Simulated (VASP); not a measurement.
Crystal: Tc.

```
CELL_PARAMETERS angstrom
2.72000 0.00000 0.00000
-1.36000 2.35559 0.00000
0.00000 0.00000 4.44176
ATOMIC_POSITIONS crystal
Tc 0.33333 0.66667 0.25000
Tc 0.66667 0.33333 0.75000
```

```yaml
Program: VASP 6.6.1
Task: relaxation of cell and atoms
Functional: LDA
Potentials_or_basis: VASP PAW LDA potentials, release 64 (Tc_pv)
Cutoff: 600 eV
k_mesh: 9 × 9 × 5
Occupations: fermi-dirac, width 0.1 eV
Spin: no spin polarisation
```

At the start: pressure -9.8 GPa; volume 14.23 Å³/atom.

Q: How do energy, volume and symmetry change on relaxing?

A: Over 6 steps the energy falls by 19.7 meV/atom and the volume is 13.80 Å³/atom (-3.0 %); space group P6_3/mmc (No. 194, to 0.05 Å).

The path:
```tsv
step	energy change (eV)	largest force (eV/Å)	pressure (GPa)	volume (Å³)
1	0.0000	0.0000	-9.80	28.46
2	0.2777	0.0000	41.69	25.01
3	-0.0354	0.0000	0.46	27.56
4	-0.0355	0.0000	0.97	27.51
5	-0.0378	0.0000	-0.57	27.64
6	-0.0394	0.0000	0.00	27.59
```

Final structure:
```yaml
crystal:
  lattice:
    - [2.71232, 0.00000, 0.00000]
    - [-1.35616, 2.34894, 0.00000]
    - [0.00000, 0.00000, 4.33116]
  atoms:
    - { symbol: Tc, position: [0.33333, 0.66667, 0.25000] }
    - { symbol: Tc, position: [0.66667, 0.33333, 0.75000] }
```
